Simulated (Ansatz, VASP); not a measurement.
**Two plane-wave programs on KEu3**

INCAR

```
SYSTEM = KEu3
PREC = Accurate
ENCUT = 520
EDIFF = 1E-6
ISMEAR = -1
SIGMA = 0.15
LREAL = .False.
LASPH = .True.
NELM = 150
ALGO = Normal
ISIF = 2
LWAVE = .False.
LCHARG = .False.
ISPIN = 2
MAGMOM = 0 4.9 4.9 4.9
LORBIT = 11
LMAXMIX = 6
GGA = RP
NBANDS = 42
```

File KPOINTS:

```
regular mesh
0
Gamma
  4 4 4
  0 0 0
```

POSCAR

```
KEu3
1.0
    5.8850400000      0.0000000000      0.0000000000
    0.0000000000      5.8850400000      0.0000000000
    0.0000000000      0.0000000000      5.8850400000
K Eu
1 3
Direct
    0.0000000000      0.0000000000      0.0000000000
    0.0000000000      0.5000000000      0.5000000000
    0.5000000000      0.0000000000      0.5000000000
    0.5000000000      0.5000000000      0.0000000000
```

Input for Ansatz:

```yaml
crystal:
  lattice:
    a: 5.88504
    b: 5.88504
    c: 5.88504
    alpha: 90.0
    beta: 90.0
    gamma: 90.0
  atoms:
    - { symbol: K, position: [0.0, 0.0, 0.0] }
    - { symbol: Eu, position: [0.0, 0.5, 0.5] }
    - { symbol: Eu, position: [0.5, 0.0, 0.5] }
    - { symbol: Eu, position: [0.5, 0.5, 0.0] }
basis:
  ecutwfc: 490.0
kpoints:
  mp_grid:
    grid: [4, 4, 4]
hamiltonian:
  xc: rpbe
magnetization:
  spin_polarized: true
  per_species:
    Eu: 4.9
scf:
  occupations:
    method: fermi_dirac
    width: 0.15
```

Alike in both runs: task single point; functional RPBE; k mesh 4 × 4 × 4; occupations fermi-dirac, width 0.15 eV; collinear spin.

```csv
,VASP,Ansatz
version,VASP 6.6.1,Ansatz 0.2.0
potentials or method,"VASP PAW PBE potentials, release 64 (K_sv, Eu), cutoff 520 eV","plane waves, PAW"
valence electrons in the cell,60,60
```

|  | VASP | Ansatz | Ansatz less VASP |
| --- | --- | --- | --- |
| net moment per atom (μB) | 5.55 | 5.71 | +0.160 |
| size of the moment on the site where the two differ most (μB) | 6.70 | 7.23 | +0.524 |

The net moments are unlike, so the other rows may belong to different states. VASP's potentials were made for PBE, not for RPBE. Site moments also hang on the region over which each program counts them. Ansatz's warnings: given moment on shells.

Neither program's run includes spin-orbit coupling. Noted on VASP's run: too few bands were computed for a metal, which touches its energy and stress.
